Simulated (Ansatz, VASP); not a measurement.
Two plane-wave programs on AgCl

Contents of POSCAR:

```
AgCl
1.0
    0.0000000000      2.7350000000      2.7350000000
    2.7350000000      0.0000000000      2.7350000000
    2.7350000000      2.7350000000      0.0000000000
Ag Cl
1 1
Direct
    0.0000000000      0.0200000000      0.0000000000
    0.5000000000      0.5000000000      0.5000000000
```

INCAR.step1

```
PREC     = Accurate       # precision mode
ENCUT    = 520            # plane-wave cutoff, eV
ISMEAR   = 0              # smearing method
SIGMA    = 0.01           # smearing width, eV
LREAL    = False          # projectors in reciprocal space
LASPH    = True           # aspherical terms in the spheres
NELM     = 100            # most SCF steps
NBANDS   = 16             # bands
GGA      = PE             # functional
ALGO     = Normal         # electronic algorithm
EDIFF    = 1E-4           # SCF threshold, eV
LWAVE    = True           # write WAVECAR
LCHARG   = False          # write CHGCAR
```

File INCAR.step2:

```
PREC     = Accurate       # precision mode
ENCUT    = 520            # plane-wave cutoff, eV
EDIFF    = 1E-6           # SCF threshold, eV
ISMEAR   = 0              # smearing method
SIGMA    = 0.01           # smearing width, eV
LREAL    = False          # projectors in reciprocal space
LASPH    = True           # aspherical terms in the spheres
NELM     = 100            # most SCF steps
ALGO     = Normal         # electronic algorithm
ISIF     = 2              # what is computed and relaxed
LWAVE    = False          # write WAVECAR
LCHARG   = False          # write CHGCAR
METAGGA  = R2SCAN         # meta-GGA
LMIXTAU  = True         
IVDW     = 13             # dispersion correction
VDW_S6   = 1.0          
VDW_S8   = 0.6018749    
VDW_A1   = 0.51559235   
VDW_A2   = 5.77342911   
NBANDS   = 16             # bands
ISTART   = 1
```

File KPOINTS:

```
Automatic mesh
0
Gamma
  3 3 3
```

Input for Ansatz:

```yaml
crystal:
  lattice:
    - [0.0, 2.735, 2.735]
    - [2.735, 0.0, 2.735]
    - [2.735, 2.735, 0.0]
  atoms:
    - { symbol: Ag, position: [0.0, 0.02, 0.0] }
    - { symbol: Cl, position: [0.5, 0.5, 0.5] }
kpoints:
  mp_grid:
    grid: [3, 3, 3]
hamiltonian:
  xc: r2scan
  dispersion: d4
scf:
  occupations:
    method: fixed
output:
  forces: true
```

Alike in both runs: task single point; functional r2SCAN; dispersion D4; k mesh 3 × 3 × 3; no spin polarisation.

```csv
,VASP,Ansatz
version,VASP 6.6.1,Ansatz 0.2.0
potentials or method,"VASP PAW PBE potentials, release 64 (Ag, Cl)","plane waves, PAW"
plane-wave cutoff (eV),520,500
occupations,"gaussian, width 0.01 eV",fixed
valence electrons in the cell,18,26
```

|  | VASP | Ansatz | Ansatz less VASP |
| --- | --- | --- | --- |
| rms of the force components (eV/Å) | 0.082 | 0.083 | +0.0004 |

VASP's potentials were made for PBE, not for r2SCAN. Atom by atom the forces differ by 0.000 eV/Å (rms over components). VASP's potentials hold 18 valence electrons a cell and Ansatz's 26, so a difference there can come from the potentials and not from the codes.

The k mesh is coarse, so the values compare programs but aren't converged.
